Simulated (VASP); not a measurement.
## SnO2: relaxation of cell and atoms with LDA

The system is SnO2.

```xyz
12
Lattice="5.1753 0.0000 0.0000 0.0000 5.1753 0.0000 0.0000 0.0000 5.1753" Properties=species:S:1:pos:R:3 pbc="T T T"
Sn    0.0000    0.0000    0.0000
Sn    2.5876    0.0000    2.5876
Sn    2.5876    2.5876    0.0000
Sn    0.0000    2.5876    2.5876
O     3.4214    4.3415    0.8337
O     4.3415    0.8337    3.4214
O     0.8337    3.4214    4.3415
O     1.7539    1.7539    1.7539
O     3.4214    3.4214    3.4214
O     4.3415    1.7539    0.8337
O     0.8337    4.3415    1.7539
O     1.7539    0.8337    4.3415
```

```json
{
 "Program": "VASP 6.6.1",
 "Task": "relaxation of cell and atoms",
 "Functional": "LDA",
 "Potentials or basis": "VASP PAW LDA potentials, release 64 (Sn_d, O)",
 "Cutoff": "600 eV",
 "k mesh": "5 × 5 × 5",
 "Occupations": "fermi-dirac, width 0.05 eV",
 "Spin": "no spin polarisation",
 "Dipole correction": "no",
 "Further INCAR settings": "ALGO = Normal; EDIFF = 1e-06; IBRION = 2; EDIFFG = -0.01; NSW = 60; ISIF = 3"
}
```

```yaml
Relaxed_volume: 10.88 Å³/atom
Relaxed_cell: a = 5.073 Å, b = 5.073 Å, c = 5.073 Å, α = 90.00°, β = 90.00°, γ = 90.00°
Space_group_after_relaxing_to_0.1_Å: Pa-3 (No. 205)
Energy_gained_by_relaxing: 26.2 meV/atom
Ionic_steps: 7
Pressure_after_relaxing: 0.1 GPa
Largest_force_after_relaxing: 0.008 eV/Å
Band_gap_on_the_k_mesh: 1.10 eV (least direct gap 1.18 eV)
```

Forces in eV/Å, atoms in the order of the input:
```
Sn   0.000  0.000  0.000
Sn   0.000  0.000  0.000
Sn   0.000  0.000  0.000
Sn   0.000  0.000  0.000
O    0.005 -0.005  0.005
O   -0.005  0.005  0.005
O    0.005  0.005 -0.005
O   -0.005 -0.005 -0.005
O    0.005  0.005  0.005
O   -0.005 -0.005  0.005
O    0.005 -0.005 -0.005
O   -0.005  0.005 -0.005
```

Step by step:
```csv
step,energy change (eV),largest force (eV/Å),pressure (GPa),volume (Å³)
1,0.0000,0.0397,-11.86,138.61
2,0.1436,0.1089,18.34,122.15
3,-0.3134,0.0205,-0.20,130.76
4,-0.3135,0.0219,0.06,130.61
5,-0.3137,0.0189,0.06,130.60
6,-0.3140,0.0100,0.07,130.58
7,-0.3140,0.0081,0.08,130.54
```

Final structure:
```cif
data_structure
_symmetry_space_group_name_H-M 'P 1'
_symmetry_Int_Tables_number 1
_cell_length_a 5.0729
_cell_length_b 5.0729
_cell_length_c 5.0729
_cell_angle_alpha 90.000
_cell_angle_beta 90.000
_cell_angle_gamma 90.000
_cell_volume 130.54
loop_
_atom_site_label
_atom_site_type_symbol
_atom_site_fract_x
_atom_site_fract_y
_atom_site_fract_z
_atom_site_occupancy
Sn1 Sn 0.00000 0.00000 0.00000 1
Sn2 Sn 0.50000 0.00000 0.50000 1
Sn3 Sn 0.50000 0.50000 0.00000 1
Sn4 Sn 0.00000 0.50000 0.50000 1
O1 O 0.66013 0.83987 0.16013 1
O2 O 0.83987 0.16013 0.66013 1
O3 O 0.16013 0.66013 0.83987 1
O4 O 0.33987 0.33987 0.33987 1
O5 O 0.66013 0.66013 0.66013 1
O6 O 0.83987 0.33987 0.16013 1
O7 O 0.16013 0.83987 0.33987 1
O8 O 0.33987 0.16013 0.83987 1
```

Levels at points of the mesh, in eV from the valence-band top:
| k point | band 49 | band 50 | band 51 | band 52 | band 53 | band 54 | band 55 | band 56 |
| --- | --- | --- | --- | --- | --- | --- | --- | --- |
| (0.00, 0.00, 0.00) | -0.30 | -0.08 | -0.08 | -0.08 | 1.10 | 6.22 | 6.22 | 6.22 |

It took 13 min on 1 thread of AMD EPYC 7R43 64-Core Processor (Zen 3), on a shared host, peak memory 0.23 GiB.

Caveat: spin-orbit coupling is left out, which moves the levels of the heavy elements; an odd mesh through Γ misses points on the zone boundary, where band edges can lie.
